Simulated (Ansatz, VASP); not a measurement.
## One calculation of KBr, two programs

```xyz
2
Lattice="0.0000 3.2925 3.1608 3.2925 0.0000 3.1608 3.2925 3.2925 0.0000" Properties=species:S:1:pos:R:3 pbc="T T T"
K     0.0000    0.0000    0.0000
Br    3.2925    3.2925    3.1608
```

Change from the starting cell: strain +0.000 along x and y, -0.040 along z, atoms carried along.

Alike in both runs: task single point; functional PBE; k mesh 6 × 6 × 6; occupations gaussian, width 0.05 eV; no spin polarisation.

|  | VASP | Ansatz |
| --- | --- | --- |
| version | VASP 6.6.1 | Ansatz 0.2.0 |
| potentials or method | VASP PAW PBE potentials, release 64 (K_sv, Br), cutoff 520 eV | scalar-relativistic, plane waves, PAW |
| valence electrons in the cell | 16 | 16 |

Ansatz gave:

| Quantity | Value |
| --- | --- |
| gap on the k mesh at the Fermi level (eV) | 4.54 |
| least direct gap on the mesh (eV) | 4.54 |
| pressure (GPa) | 1.7 |
| traceless stress, the component that is largest in VASP (GPa) | 1.23 |

Question: Estimate VASP's values.

Answer: gap on the k mesh at the Fermi level (eV): 4.54; least direct gap on the mesh (eV): 4.54; pressure (GPa): 1.8; traceless stress, the component that is largest in VASP (GPa): 1.25.

The functional is the same, so the differences come from potentials, cutoffs and numerics.
